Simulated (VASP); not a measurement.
LaBRh3, 5 atoms in the cell. Symmetry: P4mm, No. 99, tetragonal system. Conventional cell: a = 4.242 Å, b = 4.242 Å, c = 4.242 Å, α = 90.00°, β = 90.00°, γ = 90.00°. Within 3.9 Å of La (site symmetry 4mm) lie 12 Rh at 3.00 Å and 8 B at 3.62 to 3.73 Å. B (site symmetry 4mm) has 6 Rh at 2.02 to 2.22 Å within 2.7 Å. Within 2.8 Å of Rh (site symmetry 2mm) lie 2 B at 2.12 Å. Rh (site symmetry 4mm) has 2 B at 2.02 to 2.22 Å within 2.7 Å. 

| Property | Result |
| --- | --- |
| Program | VASP 6.6.1 |
| Task | single point |
| Functional | PBEsol |
| Potentials or basis | VASP PAW PBE potentials, release 64 (La, B, Rh_pv) |
| Cutoff | 520 eV |
| k mesh | 4 × 4 × 4 |
| Occupations | methfessel-paxton, width 0.05 eV |
| Spin | no spin polarisation |
| Dipole correction | no |
| Further INCAR settings | ALGO = Normal; EDIFF = 1e-06; NBANDS = 38 |

Potentials or basis: VASP PAW PBE potentials, release 64 (La, B, Rh_pv).

The run is started by

```sh
$ cat potpaw_PBE.64/La/POTCAR potpaw_PBE.64/B/POTCAR potpaw_PBE.64/Rh_pv/POTCAR > POTCAR
$ mpirun -np 1 vasp_std > vasp.out
```

Hardware: 1 thread of Intel(R) Xeon(R) Platinum 8488C (Sapphire Rapids), with other jobs on the host.

Q: How long does it take, and how much memory?

A: Wall time 50 s on 1 thread of Intel(R) Xeon(R) Platinum 8488C (Sapphire Rapids), with other jobs on the host, peak memory 0.21 GiB. Counts: scf iterations 14, k points 18.
